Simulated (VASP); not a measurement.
Input of a VASP 6.6.1 run:

The input INCAR:

```
SYSTEM = Ga2BSb3
ALGO     = Normal         ! electronic algorithm
EDIFF    = 1E-6           ! SCF threshold, eV
ENCUT    = 520            ! plane-wave cutoff, eV
GGA      = PE             ! functional
ISIF     = 2              ! what is computed and relaxed
ISMEAR   = 0              ! smearing method
LASPH    = .TRUE.         ! aspherical terms in the spheres
LCHARG   = .FALSE.        ! write CHGCAR
LREAL    = .FALSE.        ! projectors in reciprocal space
LWAVE    = .FALSE.        ! write WAVECAR
NBANDS   = 31             ! bands
NELM     = 60             ! most SCF steps
PREC     = Accurate       ! precision mode
SIGMA    = 0.1            ! smearing width, eV
```

Contents of KPOINTS:

```
k-points
0
G
  4 4 2
  0 0 0
```

Contents of POSCAR:

```
Ga2BSb3
1.0
    4.0828762900      0.0000000000      0.0000000000
    0.0000000000      4.0828762900      0.0000000000
    0.0000000000      0.0000000000      8.4511006600
Ga B Sb
2 1 3
Direct
    0.0000000000      0.5000000000      0.0000000000
    0.5000000000      0.0000000000      0.0000000000
    0.5000000000      0.5000000000      0.5000000000
    0.0000000000      0.0000000000      0.8348444100
    0.0000000000      0.0000000000      0.1651555900
    0.5000000000      0.5000000000      0.0000000000
```

Potentials or basis: VASP PAW PBE potentials, release 64 (Ga_d, B, Sb).

Run with:

```bash
$ cat potpaw_PBE.64/Ga_d/POTCAR potpaw_PBE.64/B/POTCAR potpaw_PBE.64/Sb/POTCAR > POTCAR
$ mpirun -np 1 vasp_std > vasp.out
```

Question: Predict the largest force.

Answer: 8.785 eV/Å.

Question: Predict the band gap on the k mesh.

Answer: Zero (bands 22 and 23 overlap by 0.65 eV).

Question: Estimate the pressure.

Answer: 71.0 GPa.

Stress tensor (GPa, compression positive):
```
94.97  0.00  0.00
 0.00 94.97  0.00
 0.00  0.00 22.94
```

Caveat: the k points lie up to 0.38 Å⁻¹ apart, too coarse for converged energies and pressures of a metal; semilocal functionals underestimate gaps, so a narrow gap can read as zero; spin-orbit coupling is left out, which moves the levels of the heavy elements; forces of over 1 eV/Å act on the atoms, so gaps and moduli don't describe the material at rest.
